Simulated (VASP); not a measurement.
# BeS (F-43m) in VASP: further runs, part 2 of 2

VASP 6.6.1. The steps go on from the part before.

## Step 4: Single point, r2SCAN

This run uses another cell than the first one, of 14.28 Å³/atom, 1.010 times its volume.

Contents of POSCAR:

```
BeS
1.0
    0.0000000000      2.4261226295      2.4261226295
    2.4261226295      0.0000000000      2.4261226295
    2.4261226295      2.4261226295      0.0000000000
Be S
1 1
Direct
    0.0000000000      0.0000000000      0.0000000000
    0.7500000000      0.7500000000      0.7500000000
```

Contents of INCAR.step1:

```
SYSTEM = BeS
PREC = Accurate
ENCUT = 520
ISMEAR = 0
SIGMA = 0.01
LREAL = .False.
LASPH = .True.
NELM = 60
NBANDS = 11
GGA = PE
ALGO = Normal
EDIFF = 1E-4
LWAVE = .True.
LCHARG = .False.
```

Contents of INCAR.step2:

```
SYSTEM = BeS
PREC = Accurate
ENCUT = 520
EDIFF = 1E-6
ISMEAR = 0
SIGMA = 0.01
LREAL = .False.
LASPH = .True.
NELM = 60
ALGO = Normal
ISIF = 2
LWAVE = .False.
LCHARG = .False.
METAGGA = R2SCAN
LMIXTAU = .True.
NBANDS = 11
ISTART = 1
```

Contents of KPOINTS:

```
Automatic mesh
0
Gamma
  8 8 8
  0 0 0
```

Potentials or basis: VASP PAW PBE potentials, release 64 (Be, S).

On the command line:

```sh
$ cat potpaw_PBE.64/Be/POTCAR potpaw_PBE.64/S/POTCAR > POTCAR
$ cp INCAR.step1 INCAR
$ mpirun -np 1 vasp_std > vasp.out
$ cp INCAR.step2 INCAR
$ mpirun -np 1 vasp_std > vasp.out
```

OUTCAR:

```text
SYSTEM = BeS
   PREC = Accurate
   ENCUT = 520
   EDIFF = 1E-6
   ISMEAR = 0
   LREAL = .False.
   LASPH = .True.
   NELM = 60
   ISIF = 2
   METAGGA = R2SCAN
   ISTART = 1

 ion  position               nearest neighbor table
   1  0.000  0.000  0.000-   2 2.10   2 2.10   2 2.10   2 2.10
   2  0.750  0.750  0.750-   1 2.10   1 2.10   1 2.10   1 2.10

  LATTYP: Found a face centered cubic cell.
 ALAT       =     4.8522452590

  Lattice vectors:

 A1 = (   0.0000000000,   2.4261226295,   2.4261226295)
 A2 = (   2.4261226295,   0.0000000000,   2.4261226295)
 A3 = (   2.4261226295,   2.4261226295,   0.0000000000)

Analysis of symmetry for initial positions (statically):
=====================================================================
 Subroutine PRICEL returns:
 Original cell was already a primitive cell.

 Routine SETGRP: Setting up the symmetry group for a
 face centered cubic supercell.

 Subroutine GETGRP returns: Found 24 space group operations
 (whereof 24 operations were pure point group operations)
 out of a pool of 48 trial point group operations.

The static configuration has the point symmetry T_d .

Analysis of symmetry for dynamics (positions and initial velocities):
=====================================================================
 Subroutine PRICEL returns:
 Original cell was already a primitive cell.

 Routine SETGRP: Setting up the symmetry group for a
 face centered cubic supercell.

 Subroutine GETGRP returns: Found 24 space group operations
 (whereof 24 operations were pure point group operations)
 out of a pool of 48 trial point group operations.

The dynamic configuration has the point symmetry T_d .

 Subroutine INISYM returns: Found 24 space group operations
 (whereof 24 operations are pure point group operations),
 and found     1 'primitive' translations

----------------------------------------------------------------------------------------

                                     Primitive cell

  volume of cell :      28.5607

  direct lattice vectors                    reciprocal lattice vectors
     0.000000000  2.426122630  2.426122630    -0.206090160  0.206090160  0.206090160
     2.426122630  0.000000000  2.426122630     0.206090160 -0.206090160  0.206090160
     2.426122630  2.426122630  0.000000000     0.206090160  0.206090160 -0.206090160

  length of vectors
     3.431055527  3.431055527  3.431055527     0.356958627  0.356958627  0.356958627

  position of ions in fractional coordinates (direct lattice)
     0.000000000  0.000000000  0.000000000
     0.750000000  0.750000000  0.750000000

  ion indices of the primitive-cell ions
   primitive index   ion index
                 1           1
                 2           2

----------------------------------------------------------------------------------------

 KPOINTS: Automatic mesh

Automatic generation of k-mesh.
 Grid dimensions read from file:
 generate k-points for:    8    8    8

 Generating k-lattice:

  Cartesian coordinates                     Fractional coordinates (reciprocal lattice)
    -0.025761270  0.025761270  0.025761270     0.125000000  0.000000000  0.000000000
     0.025761270 -0.025761270  0.025761270     0.000000000  0.125000000  0.000000000
     0.025761270  0.025761270 -0.025761270     0.000000000  0.000000000  0.125000000

  Length of vectors
     0.044619828  0.044619828  0.044619828

  Shift w.r.t. Gamma in fractional coordinates (k-lattice)
     0.000000000  0.000000000  0.000000000

 Subroutine IBZKPT returns following result:
 ===========================================

 Found     29 irreducible k-points:

 Following reciprocal coordinates:
            Coordinates               Weight
  0.000000  0.000000  0.000000      1.000000
  0.125000  0.000000  0.000000      8.000000
  0.250000  0.000000  0.000000      8.000000
  0.375000  0.000000  0.000000      8.000000
  0.500000  0.000000  0.000000      4.000000
  0.125000  0.125000  0.000000      6.000000
[... 16 lines left out ...]
  0.500000  0.250000  0.125000     48.000000
 -0.375000  0.250000  0.125000     24.000000
 [... further k-points ...]
   k-points           NKPTS =     29   k-points in BZ     NKDIM =     29   number of bands    NBANDS=     11
   number of dos      NEDOS =    301   number of ions     NIONS =      2
   total plane-waves  NPLWV =  21952
   dimension x,y,z NGX =    28 NGY =   28 NGZ =   28
   dimension x,y,z NGXF=    56 NGYF=   56 NGZF=   56
   ions per type =               1   1
   NGX,Y,Z   is equivalent  to a cutoff of  13.57, 13.57, 13.57 a.u.
   NGXF,Y,Z  is equivalent  to a cutoff of  27.13, 27.13, 27.13 a.u.
 SYSTEM =  BeS
   PREC   = accura    normal or accurate (medium, high low for compatibility)
   ISTART =      1    job   : 0-new  1-cont  2-samecut
   ICHARG =      0    charge: 1-file 2-atom 10-const
   ISPIN  =      1    spin polarized calculation?
   LNONCOLLINEAR =      F non collinear calculations
   LSORBIT =      F    spin-orbit coupling
   LASPH  =      T    aspherical Exc in radial PAW
   ENCUT  =  520.0 eV  38.22 Ry    6.18 a.u.   6.38  6.38  6.38*2*pi/ulx,y,z
   NELM   =     60;   NELMIN=  2; NELMDL=  0     # of ELM steps
   EDIFF  = 0.1E-05   stopping-criterion for ELM
   LREAL  =      F    real-space projection
   EDIFFG = 0.1E-04   stopping-criterion for IOM
   NSW    =      0    number of steps for IOM
   IBRION =     -1    ionic relax: 0-MD 1-quasi-New 2-CG
   NFREE  =      0    steps in history (QN), initial steepest desc. (CG)
   ISIF   =      2    stress and relaxation
   ISYM   =      2    0-nonsym 1-usesym 2-fastsym
   POTIM  = 0.5000    time-step for ionic-motion
   TEBEG  =    0.0;   TEEND  =   0.0 temperature during run
   PSTRESS=    0.0 pullay stress
   NELECT =       8.0000    total number of electrons
   NUPDOWN=      -1.0000    fix difference up-down
   EMIN   =  10.00;   EMAX   =-10.00  energy-range for DOS
   EFERMI =   0.00;   METHOD = LEGACY
   ISMEAR =     0;   SIGMA  =   0.01  broadening in eV -4-tet -1-fermi 0-gaus
   EFERMI_NEDOS =   21; number of points for ismear=-14 and -15
   IALGO  =     38    algorithm
   IMIX   =      4    mixing-type and parameters
     AMIX     =   0.40;   BMIX     =  1.00
     AMIX_MAG =   1.60;   BMIX_MAG =  1.00
  volume/ion in A,a.u.               =      14.28        96.37
  Fermi-wavevector in a.u.,A,eV,Ry     =   1.071146  2.024173 15.610701  1.147354
  Thomas-Fermi vector in A             =   2.206878
   LORBIT       =      0    0 simple, 1 ext, 2 COOP (PROOUT), +10 PAW based schemes
   METAGGA = R2SCAN    functional components
   LHFCALC =     F    Hartree Fock is set to
   AEXX    =    0.0000 exact exchange contribution
   IVDW    =     0    specifies the selected vdW correction
   LEPSILON=     F    determine dielectric tensor
   LRPA    =     F    only Hartree local field effects (RPA)
 non-spin polarized calculation
 Gauss-broadening in eV      SIGMA  =   0.01
  energy-cutoff  :      520.00
  volume of cell :       28.56
 maximum number of plane-waves:       783
 NGX is ok and might be reduce to    28
   NGX = 13   NGY = 13   NGZ = 13

 number of electron       7.9999999 magnetization

 Free energy of the ion-electron system (eV)
  ---------------------------------------------------
  ext. energy  EPLUGINS =         0.00000000
  ---------------------------------------------------
  free energy    TOTEN  =       -14.78504583 eV

  energy without entropy =      -14.78504583  energy(sigma->0) =      -14.78504583

 E-fermi :   4.0949     XC(G=0): -10.1773

 val. band max:        3.9532129645   @ k =   0.0000   0.0000   0.0000
 cond. band min:       7.5291763100   @ k =   0.5000   0.5000   0.0000
 fundamental gap:      3.5759633455
 Fermi energy:         4.0949363605

 k-point     1 :       0.0000    0.0000    0.0000
  band No.  band energies     occupation
      1     -10.3340      2.00000
      2       3.9532      2.00000
      3       3.9532      2.00000
      4       3.9532      2.00000
      5      10.2113      0.00000
      6      10.2113      0.00000
      7      10.2113      0.00000
      8      10.6290      0.00000
      9      17.3742      0.00000
     10      17.3742      0.00000
     11      19.8496      0.00000
[... 309 lines left out ...]
 k-point    24 :      -0.3750    0.2500    0.1250
  band No.  band energies     occupation
      1      -8.3720      2.00000
      2      -1.4459      2.00000
      3       1.1095      2.00000
      4       2.0797      2.00000
      5      10.5916      0.00000
      6      11.1661      0.00000
      7      13.8253      0.00000
      8      15.2014      0.00000
      9      16.2833      0.00000
     10      20.2057      0.00000
     11      20.9730      0.00000

 [... further k-points ...]
[... 5 lines left out ...]
  --------------------------------------------------------------------------------------
  -------------------------------------------------------------------------------------
  Total        0.2289692      0.2289692      0.2289692      0.0000000      0.0000000      0.0000000
  in kB       12.8445632     12.8445632     12.8445632      0.0000000      0.0000000      0.0000000
  external PRESSURE =      12.8445632 kB  Pullay stress =       0.0000000 kB

 VOLUME and BASIS-vectors are now :
 -----------------------------------------------------------------------------
  energy-cutoff  :      520.00
  volume of cell :       28.56
      direct lattice vectors                 reciprocal lattice vectors
     0.000000000  2.426122630  2.426122630    -0.206090160  0.206090160  0.206090160
     2.426122630  0.000000000  2.426122630     0.206090160 -0.206090160  0.206090160
     2.426122630  2.426122630  0.000000000     0.206090160  0.206090160 -0.206090160

 POSITION                                       TOTAL-FORCE (eV/Angst)
 -----------------------------------------------------------------------------------
      0.00000      0.00000      0.00000        -0.000000     -0.000000     -0.000000
      3.63918      3.63918      3.63918         0.000000      0.000000      0.000000
 -----------------------------------------------------------------------------------
    total drift:                               -0.000000     -0.000000     -0.000000

  FREE ENERGIE OF THE ION-ELECTRON SYSTEM (eV)
  ---------------------------------------------------
  free  energy   TOTEN  =       -14.7850458267 eV

  energy  without entropy=      -14.7850458267  energy(sigma->0) =      -14.78504583
```

OSZICAR.step1:

```text
N       E                     dE             d eps       ncg     rms          rms(c)
DAV:   1     0.207017475323E+02    0.20702E+02   -0.39602E+03   638   0.631E+02
DAV:   2    -0.896853374393E+01   -0.29670E+02   -0.28320E+02   813   0.118E+02
DAV:   3    -0.101782340845E+02   -0.12097E+01   -0.12072E+01   842   0.239E+01
DAV:   4    -0.101855326511E+02   -0.72986E-02   -0.72968E-02   778   0.206E+00
DAV:   5    -0.101855952206E+02   -0.62570E-04   -0.62568E-04   831   0.192E-01    0.566E+00
DAV:   6    -0.100506944697E+02    0.13490E+00   -0.11667E-01   769   0.164E+00    0.385E+00
DAV:   7    -0.100100164371E+02    0.40678E-01   -0.11801E-01   794   0.180E+00    0.997E-01
DAV:   8    -0.100112182972E+02   -0.12019E-02   -0.65469E-03   825   0.416E-01    0.145E-01
DAV:   9    -0.100113090362E+02   -0.90739E-04   -0.50531E-04   788   0.142E-01
   1 F= -.10011309E+02 E0= -.10011309E+02  d E =-.507652E-46
```

It took 40 s on 1 thread of Intel Xeon 6975P-C (Granite Rapids), shared host; peak memory 0.15 GiB.

Results:

- Free energy: -14.7850 eV
- Pressure: 1.3 GPa
- Band gap on the k mesh: 3.58 eV, indirect (least direct gap 6.26 eV)

Levels at points of the mesh, in eV from the valence-band top:
| k point | band 2 | band 3 | band 4 | band 5 | band 6 | band 7 |
| --- | --- | --- | --- | --- | --- | --- |
| (0.00, 0.00, 0.00) | 0.00 | 0.00 | 0.00 | 6.26 | 6.26 | 6.26 |
| (0.50, 0.00, 0.00) | -5.95 | -1.06 | -1.06 | 6.10 | 7.14 | 7.14 |
| (0.50, 0.50, 0.00) | -5.18 | -2.71 | -2.71 | 3.58 | 5.39 | 13.85 |

Caveat: the PAW data sets were made with another functional, which shifts forces and pressure a little. r2SCAN opens gaps a little over a GGA but as a rule still falls short of measured ones.

## Step 5: Relaxation of cell and atoms, r2SCAN, target pressure 1 GPa, at which the enthalpy is minimised

This run uses another cell than the first one, of 14.42 Å³/atom, 1.020 times its volume.

Contents of POSCAR:

```
BeS
1.0
    0.0000000000      2.4342241204      2.4342241204
    2.4342241204      0.0000000000      2.4342241204
    2.4342241204      2.4342241204      0.0000000000
Be S
1 1
Direct
    0.0000000000      0.0000000000      0.0000000000
    0.7500000000      0.7500000000      0.7500000000
```

Contents of INCAR.step1:

```
SYSTEM = BeS
ALGO = Normal
EDIFF = 1E-4
ENCUT = 600
GGA = PE
ISMEAR = 0
LASPH = .True.
LCHARG = .False.
LREAL = .False.
LWAVE = .True.
NELM = 100
PREC = Accurate
SIGMA = 0.01
```

Contents of INCAR.step2:

```
SYSTEM = BeS
ALGO = Normal
EDIFF = 1E-6
EDIFFG = -0.002
ENCUT = 600
IBRION = 2
ISIF = 3
ISMEAR = 0
ISTART = 1
LASPH = .True.
LCHARG = .False.
LMIXTAU = .True.
LREAL = .False.
LWAVE = .False.
METAGGA = R2SCAN
NELM = 100
NSW = 100
PREC = Accurate
PSTRESS = 10.0
SIGMA = 0.01
```

Contents of KPOINTS:

```
k-points
0
Gamma
  8 8 8
  0 0 0
```

On the command line:

```sh
$ cat potpaw_PBE.64/Be/POTCAR potpaw_PBE.64/S/POTCAR > POTCAR
$ cp INCAR.step1 INCAR
$ mpirun -np 1 vasp_std > vasp.out
$ cp INCAR.step2 INCAR
$ mpirun -np 1 vasp_std > vasp.out
```

Run time: 89 s. Hardware: 1 thread of Intel Xeon 6975P-C (Granite Rapids), shared host; peak memory 0.15 GiB.

Results (log left out):

| Item | Value |
| --- | --- |
| Free energy | -14.7860 eV |
| Relaxed volume | 14.32 Å³/atom |
| Relaxed cell | a = 3.434 Å, b = 3.434 Å, c = 3.434 Å, α = 60.00°, β = 60.00°, γ = 60.00° |
| Space group after relaxing (to 0.05 Å) | F-43m (No. 216) |
| Energy change on relaxing (the enthalpy is what falls) | +0.4 meV/atom |
| Ionic steps | 3 |
| Pressure after relaxing | 1.0 GPa |
| Band gap on the k mesh | 3.58 eV, indirect (least direct gap 6.26 eV) |

The path:
```
step  energy change (eV)  largest force (eV/Å)  pressure (GPa)  volume (Å³)
   1              0.0000                0.0000            0.31        28.85
   2              0.0012                0.0000            1.21        28.59
   3              0.0008                0.0000            1.01        28.65
```

Final structure:
```
Be S
1.0
     0.00000    2.42853    2.42853
     2.42853    0.00000    2.42853
     2.42853    2.42853    0.00000
Be S
1 1
Direct
  0.00000 0.00000 0.00000
  0.75000 0.75000 0.75000
```

Levels at points of the mesh, in eV from the valence-band top:
```tsv
k point	band 2	band 3	band 4	band 5	band 6	band 7
(0.00, 0.00, 0.00)	0.00	0.00	0.00	6.26	6.26	6.26
(0.50, 0.00, 0.00)	-5.93	-1.05	-1.05	6.09	7.14	7.14
(0.50, 0.50, 0.00)	-5.17	-2.70	-2.70	3.58	5.39	13.83
```

Caveat: the cell is relaxed towards a set pressure, so the enthalpy falls and the energy may rise; the PAW data sets were made with another functional, which shifts forces and pressure a little. r2SCAN opens gaps a little over a GGA but as a rule still falls short of measured ones.

## Step 6: Overview

```csv
task,cell,cutoff (eV),gap on the mesh (eV),pressure (GPa)
single point,"a = 3.420 Å, angles 60.0°, 2 atoms",520,3.55,2.3
single point,"a = 3.399 Å, angles 60.0°, 2 atoms",520,3.51,4.3
single point,"a = 3.431 Å, angles 60.0°, 2 atoms",520,3.58,1.3
relaxation of cell and atoms,"relaxed to 1 GPa from a = 3.443 Å, angles 60.0°, 2 atoms",600,3.58,1.0
```

Alike in all rows: level r2SCAN; potentials or basis VASP PAW PBE potentials, release 64 (Be, S); no spin polarisation; k mesh 8 × 8 × 8; smearing gaussian 0.01 eV.

Caveats: the PAW data sets were made with another functional, which shifts forces and pressure a little; the cell is relaxed towards a set pressure, so the enthalpy falls and the energy may rise (some runs).

Absolute energies hang on the potentials; compare differences alone.
